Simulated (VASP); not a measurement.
Crystal: P.

```xyz
4
Lattice="1.6477 -5.4650 0.0000 1.6477 5.4650 0.0000 0.0000 0.0000 4.5436" Properties=species:S:1:pos:R:3 pbc="T T T"
P     1.6477   -4.4173    2.6754
P     1.6477    4.4173    1.8683
P     1.6477   -1.0477    0.4035
P     1.6477    1.0477    4.1401
```

```yaml
Program: VASP 6.6.1
Task: relaxation of cell and atoms
Functional: revPBE
Potentials_or_basis: VASP PAW PBE potentials, release 64 (P)
Cutoff: 600 eV
k_mesh: 8 × 8 × 6
Occupations: fermi-dirac, width 0.05 eV
Spin: no spin polarisation
```

At the start: pressure 2.9 GPa; volume 20.46 Å³/atom.

**Question.** Where does the relaxation end?

**Answer.** Over 58 steps the energy falls by 28.3 meV/atom and the volume is 29.48 Å³/atom (+44.1 %); space group Cmce (No. 64, to 0.1 Å) before and after.

The path:
| step | energy change (eV) | largest force (eV/Å) | pressure (GPa) | volume (Å³) |
| --- | --- | --- | --- | --- |
| 1 | 0.0000 | 0.2854 | 2.85 | 81.83 |
| 3 | -0.0261 | 0.1108 | 0.19 | 84.34 |
| 5 | -0.0362 | 0.2295 | 0.05 | 86.12 |
| 7 | -0.0376 | 0.3010 | 0.03 | 86.93 |
| 9 | -0.0429 | 0.2791 | 0.01 | 87.59 |
| 11 | -0.0624 | 0.1719 | -0.03 | 90.58 |
| 13 | -0.0627 | 0.4583 | 0.47 | 102.91 |
| 15 | -0.0835 | 0.1305 | 0.19 | 98.98 |
| 17 | -0.0904 | 0.0938 | 0.01 | 105.44 |
| 19 | -0.0971 | 0.0651 | -0.35 | 106.47 |
| 21 | -0.1010 | 0.1222 | -0.78 | 107.97 |
| 23 | -0.1067 | 0.0788 | -0.25 | 107.76 |
| 25 | -0.1074 | 0.0474 | -0.08 | 107.63 |
| 27 | -0.1079 | 0.0265 | 0.05 | 107.44 |
| 29 | -0.1082 | 0.0167 | 0.12 | 107.55 |
| 31 | -0.1085 | 0.0342 | -0.06 | 108.19 |
| 33 | -0.1088 | 0.0124 | 0.03 | 108.57 |
| 35 | -0.1089 | 0.0158 | 0.03 | 108.84 |
| 37 | -0.1091 | 0.0236 | -0.06 | 110.75 |
| 39 | -0.1095 | 0.0187 | 0.00 | 110.30 |
| 41 | -0.1108 | 0.0557 | 0.18 | 112.67 |
| 43 | -0.1107 | 0.0832 | 0.28 | 113.47 |
| 45 | -0.1110 | 0.0785 | 0.26 | 113.83 |
| 47 | -0.1119 | 0.0610 | 0.16 | 115.46 |
| 49 | -0.1121 | 0.0169 | -0.12 | 121.97 |
| 51 | -0.1127 | 0.0284 | -0.01 | 119.20 |
| 53 | -0.1129 | 0.0154 | -0.02 | 118.77 |
| 55 | -0.1130 | 0.0116 | -0.04 | 118.40 |
| 57 | -0.1131 | 0.0122 | 0.03 | 117.91 |
| 58 | -0.1131 | 0.0018 | 0.01 | 117.92 |

Final structure:
```cif
data_structure
_symmetry_space_group_name_H-M 'P 1'
_symmetry_Int_Tables_number 1
_cell_length_a 7.7256
_cell_length_b 7.7256
_cell_length_c 4.7193
_cell_angle_alpha 90.000
_cell_angle_beta 90.000
_cell_angle_gamma 155.252
_cell_volume 117.92
loop_
_atom_site_label
_atom_site_type_symbol
_atom_site_fract_x
_atom_site_fract_y
_atom_site_fract_z
_atom_site_occupancy
P1 P 0.93064 0.06936 0.59221 1
P2 P 0.06936 0.93064 0.40779 1
P3 P 0.56936 0.43064 0.09221 1
P4 P 0.43064 0.56936 0.90779 1
```

Caveat: the volume moved by over 15 % at a fixed basis, so the end points are rough; the PAW data sets were made with another functional, which shifts forces and pressure a little.
